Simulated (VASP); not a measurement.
Input of a VASP 6.6.1 run:

File POSCAR:

```
TePb
1.0
    4.5693240000      0.0000000000      0.0000000000
    2.2846620000      3.9571506621      0.0000000000
    2.2846620000      1.3190502207      3.7308374232
Te Pb
1 1
Direct
    0.5000000000      0.5000000000      0.5000000000
    0.0000000000      0.0000000000      0.0000000000
```

INCAR.step1

```
PREC = Accurate
ENCUT = 600
ISMEAR = -1
SIGMA = 0.01
LREAL = F
LASPH = T
NELM = 100
GGA = PE
ALGO = Normal
EDIFF = 1E-4
LWAVE = T
LCHARG = F
```

The input INCAR.step2:

```
PREC = Accurate
ENCUT = 600
EDIFF = 1E-6
ISMEAR = -1
SIGMA = 0.01
LREAL = F
LASPH = T
NELM = 100
ALGO = Normal
ISIF = 3
LWAVE = F
LCHARG = F
METAGGA = R2SCAN
LMIXTAU = T
IBRION = 2
NSW = 80
EDIFFG = -0.05
PSTRESS = 80.0
ISTART = 1
```

The input KPOINTS:

```
regular mesh
0
Gamma
  4 4 4
```

Potentials or basis: VASP PAW PBE potentials, release 64 (Te, Pb_d).

Command:

```sh
$ cat potpaw_PBE.64/Te/POTCAR potpaw_PBE.64/Pb_d/POTCAR > POTCAR
$ cp INCAR.step1 INCAR
$ mpirun -np 1 vasp_std > vasp.out
$ cp INCAR.step2 INCAR
$ mpirun -np 1 vasp_std > vasp.out
```

Task: Predict the band gap on the k mesh.

Result: 0.76 eV.

Task: What does it give for the relaxed volume?

Result: 30.49 Å³/atom.

Task: What does it give for the relaxed cell?

Result: a = 4.418 Å, b = 4.418 Å, c = 4.418 Å, α = 60.00°, β = 60.00°, γ = 60.00°.

Final structure:
```cif
data_structure
_symmetry_space_group_name_H-M 'P 1'
_symmetry_Int_Tables_number 1
_cell_length_a 4.4179
_cell_length_b 4.4179
_cell_length_c 4.4179
_cell_angle_alpha 60.000
_cell_angle_beta 60.000
_cell_angle_gamma 60.000
_cell_volume 60.97
loop_
_atom_site_label
_atom_site_type_symbol
_atom_site_fract_x
_atom_site_fract_y
_atom_site_fract_z
_atom_site_occupancy
Te1 Te 0.50000 0.50000 0.50000 1
Pb1 Pb 0.00000 0.00000 0.00000 1
```

Caveat: the k points lie up to 0.44 Å⁻¹ apart in the final cell; the cell is relaxed towards a set pressure, so the run minimises the enthalpy, not the energy; the PAW data sets were made with another functional, which shifts forces and pressure a little; spin-orbit coupling is left out, which moves the levels of the heavy elements. A k mesh can miss the band edges.
